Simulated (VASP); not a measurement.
Set up this calculation in VASP 6.6.1, as the native input.

| Item | Value |
| --- | --- |
| Task | single point |
| Functional | PBEsol |
| Potentials or basis | VASP PAW PBE potentials, release 64 (Sn_d, O) |
| Cutoff | 520 eV |
| k mesh | 10 × 10 × 4 |
| Occupations | gaussian, width 0.15 eV |
| Spin | no spin polarisation |
| Dipole correction | no |
| Further INCAR settings | ALGO = Normal; EDIFF = 1e-06; NBANDS = 50 |

The structure of SnO lies in POSCAR:

```
SnO
1.0
    2.6910265907     -2.6910263660     -0.0067275659
    2.6910265907      2.6910263660      0.0067275659
    0.0000000000      0.0237569243      9.5027697182
Sn O
4 4
Direct
    0.7500077544      0.2499922456      0.8712316868
    0.2499922456      0.7500077544      0.1287683132
    0.7499922456      0.2500077544      0.3712316868
    0.2500077544      0.7499922456      0.6287683132
    0.2499958225      0.2500041775      0.2500000000
    0.7500041775      0.7499958225      0.7500000000
    0.2500041775      0.2499958225      0.7500000000
    0.7499958225      0.7500041775      0.2500000000
```

This cell differs from its parent crystal: strain +0.0050 x Voigt [0, 0, 0, 1, 0, 0].

These files were run (other wordings do the same):

INCAR

```
PREC = Accurate
ENCUT = 520
EDIFF = 1E-6
ISMEAR = 0
SIGMA = 0.15
LREAL = False
LASPH = True
NELM = 80
ALGO = Normal
ISIF = 2
LWAVE = False
LCHARG = False
GGA = PS
NBANDS = 50
```

KPOINTS

```
regular mesh
0
Gamma
  10 10 4
```

Potentials or basis: VASP PAW PBE potentials, release 64 (Sn_d, O).

Command:

```sh
$ cat potpaw_PBE.64/Sn_d/POTCAR potpaw_PBE.64/O/POTCAR > POTCAR
$ mpirun -np 1 vasp_std > vasp.out
```

Results of the run:

| Item | Value |
| --- | --- |
| Pressure | 0.2 GPa |
| Largest force | 0.097 eV/Å |
| Band gap on the k mesh | zero (bands 40 and 41 overlap by 0.09 eV) |

Caveat: the cell differs from its parent crystal (strain +0.0050 x Voigt [0, 0, 0, 1, 0, 0]); semilocal functionals underestimate gaps, and a narrow one can read as zero; the PAW data sets were made with another functional, which shifts forces and pressure a little; spin-orbit coupling is left out, which moves the levels of the heavy elements.

Wall time 6.2 min on 1 thread of AMD EPYC 9R45 96-Core Processor (Zen 5), on a shared host, peak memory 0.6 GiB.
